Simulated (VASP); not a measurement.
# PbS (I4/mmm) in VASP: a series of runs, part 2 of 2

VASP 6.6.1. The steps go on from the part before.

## Step 4: Single point, r2SCAN (strain +0.000 along x and y, +0.050 along z)

POSCAR

```
PbS
1.0
    0.0000000000      2.9650000000      3.1132500000
    2.9650000000      0.0000000000      3.1132500000
    2.9650000000      2.9650000000      0.0000000000
Pb S
1 1
Direct
    0.0000000000      0.0000000000      0.0000000000
    0.5000000000      0.5000000000      0.5000000000
```

INCAR.step1

```
SYSTEM = PbS
  PREC = Accurate
  ENCUT = 550
  ISMEAR = 0
  SIGMA = 0.05
  LREAL = .FALSE.
  LASPH = .TRUE.
  NELM = 120
  NBANDS = 17
  GGA = PE
  ALGO = Normal
  EDIFF = 1E-5
  LWAVE = .TRUE.
  LCHARG = .FALSE.
  GGA_COMPAT = .FALSE.
```

INCAR.step2

```
SYSTEM = PbS
  PREC = Accurate
  ENCUT = 550
  EDIFF = 1E-6
  ISMEAR = 0
  SIGMA = 0.05
  LREAL = .FALSE.
  LASPH = .TRUE.
  NELM = 120
  ALGO = Normal
  ISIF = 2
  LWAVE = .FALSE.
  LCHARG = .FALSE.
  METAGGA = R2SCAN
  LMIXTAU = .TRUE.
  NBANDS = 17
  ISTART = 1
  GGA_COMPAT = .FALSE.
```

KPOINTS

```
regular mesh
0
G
  8 8 8
  0 0 0
```

Potentials or basis: VASP PAW PBE potentials, release 64 (Pb_d, S).

The run is started by

```bash
cat potpaw_PBE.64/Pb_d/POTCAR potpaw_PBE.64/S/POTCAR > POTCAR
cp INCAR.step1 INCAR
mpirun -np 1 vasp_std > vasp.out
cp INCAR.step2 INCAR
mpirun -np 1 vasp_std > vasp.out
```

OUTCAR:

```text
SYSTEM = PbS
   PREC = Accurate
   ENCUT = 550
   EDIFF = 1E-6
   ISMEAR = 0
   LREAL = .FALSE.
   LASPH = .TRUE.
   NELM = 120
   ISIF = 2
   METAGGA = R2SCAN
   ISTART = 1

 ion  position               nearest neighbor table
   1  0.000  0.000  0.000-   2 2.96   2 2.96   2 2.96   2 2.96   2 3.11   2 3.11
   2  0.500  0.500  0.500-   1 2.96   1 2.96   1 2.96   1 2.96   1 3.11   1 3.11

  LATTYP: Found a body centered tetragonal cell.
 ALAT       =     4.1931432124
 C/A-ratio  =     1.4849242405

  Lattice vectors:

 A1 = (  -2.9650000000,   0.0000000000,   3.1132500000)
 A2 = (   2.9650000000,   0.0000000000,   3.1132500000)
 A3 = (   0.0000000000,   2.9650000000,  -3.1132500000)

Analysis of symmetry for initial positions (statically):
=====================================================================
 Subroutine PRICEL returns:
 Original cell was already a primitive cell.

 Routine SETGRP: Setting up the symmetry group for a
 body centered tetragonal supercell.

 Subroutine GETGRP returns: Found 16 space group operations
 (whereof 16 operations were pure point group operations)
 out of a pool of 16 trial point group operations.

The static configuration has the point symmetry D_4h.

Analysis of symmetry for dynamics (positions and initial velocities):
=====================================================================
 Subroutine PRICEL returns:
 Original cell was already a primitive cell.

 Routine SETGRP: Setting up the symmetry group for a
 body centered tetragonal supercell.

 Subroutine GETGRP returns: Found 16 space group operations
 (whereof 16 operations were pure point group operations)
 out of a pool of 16 trial point group operations.

The dynamic configuration has the point symmetry D_4h.

 Subroutine INISYM returns: Found 16 space group operations
 (whereof 16 operations are pure point group operations),
 and found     1 'primitive' translations

----------------------------------------------------------------------------------------

[... 112 lines left out ...]
     AMIX_MAG =   1.60;   BMIX_MAG =  1.00
  volume/ion in A,a.u.               =      27.37       184.70
  Fermi-wavevector in a.u.,A,eV,Ry     =   1.170362  2.211664 18.636555  1.369748
  Thomas-Fermi vector in A             =   2.306822
   LORBIT       =      0    0 simple, 1 ext, 2 COOP (PROOUT), +10 PAW based schemes
   METAGGA = R2SCAN    functional components
   LHFCALC =     F    Hartree Fock is set to
   AEXX    =    0.0000 exact exchange contribution
   IVDW    =     0    specifies the selected vdW correction
   LEPSILON=     F    determine dielectric tensor
   LRPA    =     F    only Hartree local field effects (RPA)
 non-spin polarized calculation
 Gauss-broadening in eV      SIGMA  =   0.05
  energy-cutoff  :      550.00
  volume of cell :       54.74
 maximum number of plane-waves:      1628
 NGX is ok and might be reduce to    36
   NGX = 17   NGY = 17   NGZ = 17

 number of electron      20.0000000 magnetization

 Free energy of the ion-electron system (eV)
  ---------------------------------------------------
  ext. energy  EPLUGINS =         0.00000000
  ---------------------------------------------------
  free energy    TOTEN  =       -65.57902161 eV

  energy without entropy =      -65.57902161  energy(sigma->0) =      -65.57902161

 E-fermi :   5.2997     XC(G=0): -10.0100

 val. band max:        5.0721742899   @ k =   0.5000   0.0000   0.0000
 cond. band min:       5.8071975636   @ k =   0.5000   0.0000   0.0000
 fundamental gap:      0.7350232737
 Fermi energy:         5.2996822398

 k-point     1 :       0.0000    0.0000    0.0000
  band No.  band energies     occupation
      1     -12.3067      2.00000
      2     -12.3059      2.00000
      3     -12.3059      2.00000
      4     -12.2892      2.00000
      5     -12.2648      2.00000
      6      -8.7102      2.00000
[... 457 lines left out ...]
      4     -12.2774      2.00000
      5     -12.2532      2.00000
      6      -7.8283      2.00000
[... 9 lines left out ...]
     16      15.4353      0.00000
     17      16.8265      0.00000

 [... further k-points ...]

------------------------ aborting loop because EDIFF is reached ----------------------------------------

  FORCE on cell =-STRESS in cart. coord.  units (eV):
  Direction    XX          YY          ZZ          XY          YZ          ZX
  --------------------------------------------------------------------------------------
  -------------------------------------------------------------------------------------
  Total        0.1538073      0.1538073     -1.4569502      0.0000000      0.0000000     -0.0000000
  in kB        4.5018810      4.5018810    -42.6443884      0.0000000      0.0000000     -0.0000000
  external PRESSURE =     -11.2135421 kB  Pullay stress =       0.0000000 kB

 VOLUME and BASIS-vectors are now :
 -----------------------------------------------------------------------------
  energy-cutoff  :      550.00
  volume of cell :       54.74
      direct lattice vectors                 reciprocal lattice vectors
     0.000000000  2.965000000  3.113250000    -0.168634064  0.168634064  0.160603871
     2.965000000  0.000000000  3.113250000     0.168634064 -0.168634064  0.160603871
     2.965000000  2.965000000  0.000000000     0.168634064  0.168634064 -0.160603871

 POSITION                                       TOTAL-FORCE (eV/Angst)
 -----------------------------------------------------------------------------------
      0.00000      0.00000      0.00000        -0.000000      0.000000     -0.000000
      2.96500      2.96500      3.11325         0.000000     -0.000000      0.000000
 -----------------------------------------------------------------------------------
    total drift:                                0.000000      0.000000      0.000000

  FREE ENERGIE OF THE ION-ELECTRON SYSTEM (eV)
  ---------------------------------------------------
  free  energy   TOTEN  =       -65.5790216052 eV

  energy  without entropy=      -65.5790216052  energy(sigma->0) =      -65.57902161
```

OSZICAR.step1:

```text
N       E                     dE             d eps       ncg     rms          rms(c)
DAV:   1     0.160324113984E+03    0.16032E+03   -0.99534E+03  2015   0.127E+03
DAV:   2     0.347189835959E+01   -0.15685E+03   -0.15086E+03  2151   0.316E+02
DAV:   3    -0.894272385162E+01   -0.12415E+02   -0.12312E+02  2641   0.928E+01
DAV:   4    -0.926235787679E+01   -0.31963E+00   -0.31927E+00  2538   0.162E+01
DAV:   5    -0.927392642876E+01   -0.11569E-01   -0.11567E-01  3087   0.305E+00    0.437E+00
DAV:   6    -0.873806691257E+01    0.53586E+00   -0.15608E+00  3121   0.810E+00    0.306E+00
DAV:   7    -0.873944170256E+01   -0.13748E-02   -0.15027E-01  2422   0.191E+00    0.181E+00
DAV:   8    -0.874323022210E+01   -0.37885E-02   -0.18621E-02  2383   0.142E+00    0.343E-01
DAV:   9    -0.874255350693E+01    0.67672E-03   -0.42211E-03  3195   0.535E-01    0.976E-02
DAV:  10    -0.874278762816E+01   -0.23412E-03   -0.44268E-04  2355   0.120E-01    0.735E-02
DAV:  11    -0.874279261373E+01   -0.49856E-05   -0.68155E-05  2839   0.881E-02
   1 F= -.87427926E+01 E0= -.87427926E+01  d E =-.688754E-13
```

Wall time 3.1 min (1 thread of AMD EPYC 9R45 (Zen 5), shared host); peak memory 0.21 GiB.

Results:

* Free energy: -65.5790 eV
* Pressure: -1.1 GPa
* Band gap on the k mesh: 0.73 eV

Stress tensor (GPa, compression positive):
```
 0.45  0.00  0.00
 0.00  0.45  0.00
 0.00  0.00 -4.26
```

Levels at points of the mesh, in eV from the valence-band top:
| k point | band 6 | band 7 | band 8 | band 9 | band 10 | band 11 | band 12 | band 13 | band 14 | band 15 |
| --- | --- | --- | --- | --- | --- | --- | --- | --- | --- | --- |
| (0.00, 0.00, 0.00) | -13.78 | -6.17 | -2.21 | -2.21 | -1.84 | 4.74 | 5.79 | 5.79 | 7.08 | 7.37 |
| (0.50, 0.00, 0.00) | -12.65 | -8.84 | -1.77 | -1.67 | 0.00 | 0.74 | 2.19 | 2.43 | 9.08 | 10.58 |
| (0.50, 0.50, 0.00) | -12.43 | -7.11 | -4.90 | -3.24 | -3.24 | 4.50 | 5.45 | 6.11 | 6.11 | 11.73 |
| (0.50, 0.00, 0.50) | -12.17 | -7.36 | -5.01 | -3.57 | -3.07 | 4.30 | 5.30 | 6.04 | 6.35 | 11.38 |

Caveat: the cell differs from its parent crystal (strain +0.000 along x and y, +0.050 along z); the PAW data sets were made with another functional, which shifts forces and pressure a little; spin-orbit coupling is left out, which moves the levels of the heavy elements. A k mesh can miss the band edges.

## Step 5: Overview

```csv
cell,gap on the mesh (eV),pressure (GPa)
"a = 4.194, b = 4.194, c = 4.088 Å, angles 60.8, 60.8, 58.3°, 2 atoms",0.44,3.5
"a = 4.246, b = 4.246, c = 4.193 Å, angles 60.4, 60.4, 59.2°, 2 atoms",0.69,0.0
"a = 4.299, b = 4.299, c = 4.193 Å, angles 60.8, 60.8, 58.4°, 2 atoms",0.73,-1.1
```

Alike in all rows: task single point; level r2SCAN; potentials or basis VASP PAW PBE potentials, release 64 (Pb_d, S); no spin polarisation; k mesh 8 × 8 × 8; cutoff (eV) 550; smearing gaussian 0.05 eV.

Caveats: the PAW data sets were made with another functional, which shifts forces and pressure a little; spin-orbit coupling is left out, which moves the levels of the heavy elements; the stress differs along the axes, from -1 to 6 GPa (at least some runs).

Total energies depend on the potentials used, so only differences within one code and one set of settings carry meaning.
